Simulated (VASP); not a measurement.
Here is a VASP 6.6.1 calculation.

File POSCAR:

```
CoO
1.0
    1.4747370529      0.8514398345      2.3901185036
   -1.4747370529      0.8514398345      2.3901185036
    0.0000000000     -1.7028796690      2.3901185036
Co O
1 1
Direct
    0.0000000000      0.0000000000      0.0000000000
    0.5000000000      0.5000000000      0.5000000000
```

INCAR.step1

```
SYSTEM = CoO
PREC = Accurate
ENCUT = 520
ISMEAR = -1
SIGMA = 0.05
LREAL = .False.
LASPH = .True.
NELM = 150
ISPIN = 2
MAGMOM = 2 0
LMAXMIX = 4
NBANDS = 18
GGA = PE
ALGO = Normal
EDIFF = 1E-4
LWAVE = .True.
LCHARG = .False.
```

The input INCAR.step2:

```
SYSTEM = CoO
PREC = Accurate
ENCUT = 520
EDIFF = 1E-6
ISMEAR = -1
SIGMA = 0.05
LREAL = .False.
LASPH = .True.
NELM = 150
ALGO = Normal
ISIF = 2
LWAVE = .False.
LCHARG = .False.
ISPIN = 2
MAGMOM = 2 0
LORBIT = 11
LMAXMIX = 4
METAGGA = R2SCAN
LMIXTAU = .True.
NBANDS = 18
ISTART = 1
```

The input KPOINTS:

```
regular mesh
0
Gamma
  11 11 11
  0 0 0
```

Potentials or basis: VASP PAW PBE potentials, release 64 (Co, O).

Command:

```sh
$ cat potpaw_PBE.64/Co/POTCAR potpaw_PBE.64/O/POTCAR > POTCAR
$ cp INCAR.step1 INCAR
$ mpirun -np 1 vasp_std > vasp.out
$ cp INCAR.step2 INCAR
$ mpirun -np 1 vasp_std > vasp.out
```

Problem. Predict the site moments.

Solution. Co +2.69; O +0.30 μB.

Problem. Estimate the pressure.

Solution. 8.3 GPa.

Problem. What does it give for the band gap on the k mesh?

Solution. Zero (filled and empty bands overlap).

Problem. What does it give for the net moment?

Solution. 3.00 μB per cell.

Stress tensor (GPa, compression positive):
```
8.42 0.00 0.00
0.00 8.42 0.00
0.00 0.00 8.14
```

Caveat: the PAW data sets were made with another functional, which shifts forces and pressure a little; a cell with one magnetic atom can't hold antiferromagnetic order, which such compounds often take; semilocal functionals often make such compounds metallic where correlation or magnetic order opens a gap, which also shifts bond lengths. With open d or f shells a metallic result of r2SCAN can be an artefact of self-interaction; +U or a hybrid may open a gap.
